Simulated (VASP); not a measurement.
Write the native input for VASP 6.6.1 that does the following.

```
Task                   : single point
Functional             : PBE
Potentials or basis    : VASP PAW PBE potentials, release 64 (Rh_pv)
Cutoff                 : 500 eV
k mesh                 : 21 × 21 × 12
Occupations            : gaussian, width 0.15 eV
Spin                   : collinear spin, ferromagnetic start
Starting moments       : [0.75, 0.75] μB
Fixed moment           : 1.5 μB
Dipole correction      : no
Further INCAR settings : ALGO = Normal; EDIFF = 1e-06; NBANDS = 26
```

The structure of Rh lies in POSCAR:

```
Rh
1.0
    2.6692693142      0.0000000000      0.0000000000
   -1.3346346571      2.3116550356      0.0000000000
    0.0000000000      0.0000000000      4.2956488669
Rh
2
Direct
    0.6666666667      0.3333333333      0.7500000000
    0.3333333333      0.6666666667      0.2500000000
```

This isn't the form of Rh at room conditions, which is fcc.

These files were run (other wordings do the same):

INCAR

```
  PREC = Accurate
  ENCUT = 500
  EDIFF = 1E-6
  ISMEAR = 0
  SIGMA = 0.15
  LREAL = F
  LASPH = T
  NELM = 200
  ALGO = Normal
  ISIF = 2
  LWAVE = F
  LCHARG = F
  ISPIN = 2
  MAGMOM = 0.75 0.75
  LORBIT = 11
  NUPDOWN = 1.5
  LMAXMIX = 4
  GGA = PE
  NBANDS = 26
  GGA_COMPAT = F
```

KPOINTS

```
Automatic mesh
0
Gamma
  21 21 12
```

Potentials or basis: VASP PAW PBE potentials, release 64 (Rh_pv).

Launch:

```bash
$ cat potpaw_PBE.64/Rh_pv/POTCAR > POTCAR
$ mpirun -np 1 vasp_std > vasp.out
```

Results of the run:

The pressure is 22.5 GPa. The net moment is 1.50 μB per cell and the site moments are Rh +0.75 μB. The valence electrons inside the program's atomic spheres are Rh 13.86.

Caveat: the cell stands under pressure; the total moment is fixed, so each spin has its own Fermi level and the state may be an excited one.

Wall time 3.5 min on 1 thread of Intel(R) Xeon(R) Platinum 8488C (Sapphire Rapids), on a shared host, peak memory 0.37 GiB.
